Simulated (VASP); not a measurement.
Write the native input for VASP 6.6.1 that does the following.

```yaml
Task: single point
Functional: BLYP
Potentials_or_basis: VASP PAW PBE potentials, release 64 (Pb_d, S)
Cutoff: 500 eV
k_mesh: 6 × 6 × 6
Occupations: fermi-dirac, width 0.00861733 eV
Spin: no spin polarisation
Dipole_correction: no
Further_INCAR_settings: ALGO = Normal; EDIFF = 1e-06; NBANDS = 17
```

The structure of PbS lies in POSCAR:

```
PbS
1.0
    2.3464077409      1.3546991408      3.8338381350
   -2.3464077409      1.3546991408      3.8338381350
    0.0000000000     -2.7093982817      3.8338381350
Pb S
1 1
Direct
    0.9805657800      0.9805657800      0.9805657800
    0.4750355500      0.4750355500      0.4750355500
```

One way to write it, as run:

INCAR

```
SYSTEM = PbS
AGGAC = 1.0
AGGAX = 1.0
ALDAC = 0.0
ALDAX = 1.0
ALGO = Normal
EDIFF = 1E-6
ENCUT = 500
GGA = B5
GGA_COMPAT = .FALSE.
ISIF = 2
ISMEAR = -1
LASPH = .TRUE.
LCHARG = .FALSE.
LREAL = .FALSE.
LWAVE = .FALSE.
NBANDS = 17
NELM = 120
PREC = Accurate
SIGMA = 0.008617333262145177
```

KPOINTS

```
k-points
0
G
  6 6 6
  0 0 0
```

Potentials or basis: VASP PAW PBE potentials, release 64 (Pb_d, S).

Command:

```bash
$ cat potpaw_PBE.64/Pb_d/POTCAR potpaw_PBE.64/S/POTCAR > POTCAR
$ mpirun -np 1 vasp_std > vasp.out
```

It gave:

```
Pressure               : -6.4 GPa
Largest force          : 0.104 eV/Å
Band gap on the k mesh : 1.07 eV
```

Caveat: the cell stands under tension; the PAW data sets were made with another functional, which shifts forces and pressure a little; spin-orbit coupling is left out, which moves the levels of the heavy elements.

Run time: 84 s on 1 thread of Intel Xeon 8259CL, with other jobs on the host, peak memory 0.22 GiB.
